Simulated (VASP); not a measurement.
# Si (Imma) in VASP: further runs, part 2 of 2

VASP 6.6.1. Earlier steps stand in the parts before.

**4. Single point, LDA (strain -0.0500 x Voigt [1, 0, 0, 0, 0, 0])**

File INCAR:

```
  PREC = Accurate
  ENCUT = 520
  EDIFF = 1E-7
  ISMEAR = 0
  SIGMA = 0.15
  LREAL = F
  LASPH = T
  NELM = 80
  ALGO = Normal
  ISIF = 2
  LWAVE = F
  LCHARG = F
  NBANDS = 11
```

File KPOINTS:

```
regular mesh
0
Gamma
  20 20 20
```

File POSCAR:

```
Si
1.0
   -2.2528036893      2.3713723045      1.3292653899
    2.2528036893     -2.3713723045      1.3292653899
    2.2528036893      2.3713723045     -1.3292653899
Si
2
Direct
    0.2500000000      0.7500000000      0.5000000000
    0.5000000000      0.5000000000      0.0000000000
```

Potentials or basis: VASP PAW LDA potentials, release 64 (Si).

Run with:

```console
cat potpaw_LDA.64/Si/POTCAR > POTCAR
mpirun -np 1 vasp_std > vasp.out
```

OUTCAR:

```text
PREC = Accurate
   ENCUT = 520
   EDIFF = 1E-7
   ISMEAR = 0
   LREAL = F
   LASPH = T
   NELM = 80
   ISIF = 2

 ion  position               nearest neighbor table
   1  0.250  0.750  0.500-   2 2.35   2 2.35   2 2.46   2 2.46   2 3.01   2 3.01   2 3.10   2 3.10

   2  0.500  0.500  0.000-   1 2.35   1 2.35   1 2.46   1 2.46   1 3.01   1 3.01   1 3.10   1 3.10

  LATTYP: Found a body centered orthorhombic cell.
 ALAT       =     2.6585307798
 B/A-ratio  =     1.6947734489
 C/A-ratio  =     1.7839720514

  Lattice vectors:

 A1 = (   2.2528036893,  -2.3713723045,   1.3292653899)
 A2 = (  -2.2528036893,  -2.3713723045,  -1.3292653899)
 A3 = (   2.2528036893,   2.3713723045,  -1.3292653899)

Analysis of symmetry for initial positions (statically):
=====================================================================
 Subroutine PRICEL returns:
 Original cell was already a primitive cell.

 Routine SETGRP: Setting up the symmetry group for a
 body centered orthorhombic supercell.

 Subroutine GETGRP returns: Found  8 space group operations
 (whereof  4 operations were pure point group operations)
 out of a pool of  8 trial point group operations.

The static configuration has the point symmetry C_2v.
 The point group associated with its full space group is D_2h.

Analysis of symmetry for dynamics (positions and initial velocities):
=====================================================================
 Subroutine PRICEL returns:
 Original cell was already a primitive cell.

 Routine SETGRP: Setting up the symmetry group for a
 body centered orthorhombic supercell.

 Subroutine GETGRP returns: Found  8 space group operations
 (whereof  4 operations were pure point group operations)
 out of a pool of  8 trial point group operations.

The dynamic configuration has the point symmetry C_2v.
 The point group associated with its full space group is D_2h.

 Subroutine INISYM returns: Found  8 space group operations
 (whereof  4 operations are pure point group operations),
 and found     1 'primitive' translations

[... 119 lines left out ...]
   GGA     = CA    functional components
   LHFCALC =     F    Hartree Fock is set to
   AEXX    =    0.0000 exact exchange contribution
   IVDW    =     0    specifies the selected vdW correction
   LEPSILON=     F    determine dielectric tensor
   LRPA    =     F    only Hartree local field effects (RPA)
 non-spin polarized calculation
 Gauss-broadening in eV      SIGMA  =   0.15
  energy-cutoff  :      520.00
  volume of cell :       28.40
 maximum number of plane-waves:       785
   NGX = 13   NGY = 13   NGZ = 13

 number of electron       8.0000000 magnetization

 Free energy of the ion-electron system (eV)
  ---------------------------------------------------
  ext. energy  EPLUGINS =         0.00000000
  ---------------------------------------------------
  free energy    TOTEN  =       -11.43359221 eV

  energy without entropy =      -11.42552828  energy(sigma->0) =      -11.42956024

 E-fermi :  10.0350     XC(G=0): -11.2677

 val. band max:       10.0312349465   @ k =  -0.4500  -0.1500   0.0500
 cond. band min:      10.0385273550   @ k =  -0.1500  -0.1500   0.1500
 fundamental gap:      0.0072924085
 Fermi energy:        10.0350057012

 k-point     1 :       0.0000    0.0000    0.0000
  band No.  band energies     occupation
      1      -4.2901      2.00000
      2       7.2791      2.00000
      3       8.0562      2.00000
      4       8.8460      2.00000
      5      11.5162      0.00000
      6      17.4606      0.00000
      7      18.6012      0.00000
      8      18.9288      0.00000
      9      20.0223      0.00000
     10      20.5344      0.00000
     11      21.4741      0.00000
[... 309 lines left out ...]
 k-point    24 :      -0.4000    0.0500   -0.0000
  band No.  band energies     occupation
      1      -0.8115      2.00000
      2       6.0058      2.00000
      3       6.6807      2.00000
      4       7.6913      2.00000
      5      10.9807      0.00000
      6      12.8241      0.00000
      7      14.3577      0.00000
      8      15.6430      0.00000
      9      17.3000      0.00000
     10      18.6854      0.00000
     11      24.3825      0.00000

 [... further k-points ...]
[... 5 lines left out ...]
  --------------------------------------------------------------------------------------
  -------------------------------------------------------------------------------------
  Total        2.8871982      0.4006216      0.3848282      0.0000000      0.0000000      0.0000000
  in kB      162.8517376     22.5969654     21.7061423      0.0000000      0.0000000      0.0000000
  external PRESSURE =      69.0516151 kB  Pullay stress =       0.0000000 kB

 VOLUME and BASIS-vectors are now :
 -----------------------------------------------------------------------------
  energy-cutoff  :      520.00
  volume of cell :       28.40
      direct lattice vectors                 reciprocal lattice vectors
    -2.252803689  2.371372304  1.329265390     0.000000000  0.210848376  0.376147610
     2.252803689 -2.371372304  1.329265390     0.221945659  0.000000000  0.376147610
     2.252803689  2.371372304 -1.329265390     0.221945659  0.210848376  0.000000000

 POSITION                                       TOTAL-FORCE (eV/Angst)
 -----------------------------------------------------------------------------------
      2.25280     -0.00000      0.66463        -0.000000      0.000000     -0.279546
      0.00000      0.00000      1.32927         0.000000     -0.000000      0.279546
 -----------------------------------------------------------------------------------
    total drift:                                0.000000      0.000000      0.000000

  FREE ENERGIE OF THE ION-ELECTRON SYSTEM (eV)
  ---------------------------------------------------
  free  energy   TOTEN  =       -11.4335922063 eV

  energy  without entropy=      -11.4255282825  energy(sigma->0) =      -11.42956024
```

stdout:

```text
POSCAR found type information on POSCAR Si
 POSCAR found :  1 types and       2 ions
 scaLAPACK will be used
 LDA part: xc-table for (Slater(with rela. corr.)+CA(PZ))
 , standard interpolation
 POSCAR, INCAR and KPOINTS ok, starting setup
 FFT: planning ... GRIDC
 FFT: planning ... GRID_SOFT
 FFT: planning ... GRID
 WAVECAR not read
 entering main loop
```

Wall time 2.6 min (1 thread of Intel Xeon 6975P-C (Granite Rapids), shared host); peak memory 0.36 GiB.

Results:

```yaml
Free_energy: -11.4336 eV
Pressure: 6.9 GPa
Largest_force: 0.280 eV/Å
Band_gap_on_the_k_mesh: zero (bands 4 and 5 overlap by 7.65 eV)
```

Forces on the atoms (eV/Å):
```
Si   0.000  0.000 -0.280
Si   0.000  0.000  0.280
```

Caveat: the cell differs from its parent crystal (strain -0.0500 x Voigt [1, 0, 0, 0, 0, 0]); the cell stands under pressure.

**5. Summary**

| cell | gap on the mesh (eV) | pressure (GPa) | largest force (eV/Å) |
| --- | --- | --- | --- |
| a = 3.456 Å, angles 103.7, 93.4, 134.8°, 2 atoms | none | 18.5 | 0.81 |
| a = 3.493 Å, angles 102.2, 94.5, 135.3°, 2 atoms | none | 12.1 | 0.50 |
| a = 3.531 Å, angles 100.7, 95.6, 135.8°, 2 atoms | none | 6.9 | 0.28 |

Alike in all rows: task single point; level LDA; potentials or basis VASP PAW LDA potentials, release 64 (Si); no spin polarisation; k mesh 20 × 20 × 20; cutoff (eV) 520; smearing gaussian 0.15 eV.

Caveats: the cell stands under pressure.

Total energies depend on the potentials used, so only differences within one code and one set of settings carry meaning.
